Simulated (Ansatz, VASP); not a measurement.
Two plane-wave programs on CaO

The input INCAR:

```
ALGO     = Normal         # electronic algorithm
EDIFF    = 1E-6           # SCF threshold, eV
ENCUT    = 520            # plane-wave cutoff, eV
GGA      = PE             # functional
ISIF     = 2              # what is computed and relaxed
ISMEAR   = 0              # smearing method
LASPH    = T              # aspherical terms in the spheres
LCHARG   = F              # write CHGCAR
LREAL    = F              # projectors in reciprocal space
LWAVE    = F              # write WAVECAR
NBANDS   = 15             # bands
NELM     = 80             # most SCF steps
PREC     = Accurate       # precision mode
SIGMA    = 0.01           # smearing width, eV
```

KPOINTS

```
k-points
0
Gamma
  8 8 8
```

File POSCAR:

```
CaO
1.0
    0.0000000000      2.5678110392      2.5678110392
    2.5678110392      0.0000000000      2.5678110392
    2.5678110392      2.5678110392      0.0000000000
Ca O
1 1
Direct
    0.0000000000      0.0000000000      0.0000000000
    0.2500000000      0.2500000000      0.2500000000
```

Input for Ansatz:

```yaml
crystal:
  lattice:
    - [0.0, 2.5678110392, 2.5678110392]
    - [2.5678110392, 0.0, 2.5678110392]
    - [2.5678110392, 2.5678110392, 0.0]
  atoms:
    - { symbol: Ca, position: [0.0, 0.0, 0.0] }
    - { symbol: O, position: [0.25, 0.25, 0.25] }
kpoints:
  mp_grid: { grid: [8, 8, 8] }
hamiltonian:
  xc: pbe
scf:
  occupations: { method: fixed }
  n_extra_bands: 4
output:
  forces: true
  stress: true
  eigenvalues: true
```

Alike in both runs: task single point; functional PBE; k mesh 8 × 8 × 8; no spin polarisation.

|  | VASP | Ansatz |
| --- | --- | --- |
| version | VASP 6.6.1 | Ansatz 0.2.0 |
| potentials or method | VASP PAW PBE potentials, release 64 (Ca_sv, O) | plane waves, PAW |
| plane-wave cutoff (eV) | 520 | 420 |
| occupations | gaussian, width 0.01 eV | fixed |
| valence electrons in the cell | 16 | 16 |

```csv
,VASP,Ansatz,Ansatz less VASP
gap on the k mesh at the Fermi level (eV),3.48,3.49,+0.009
pressure (GPa),6.0,5.4,-0.59
```
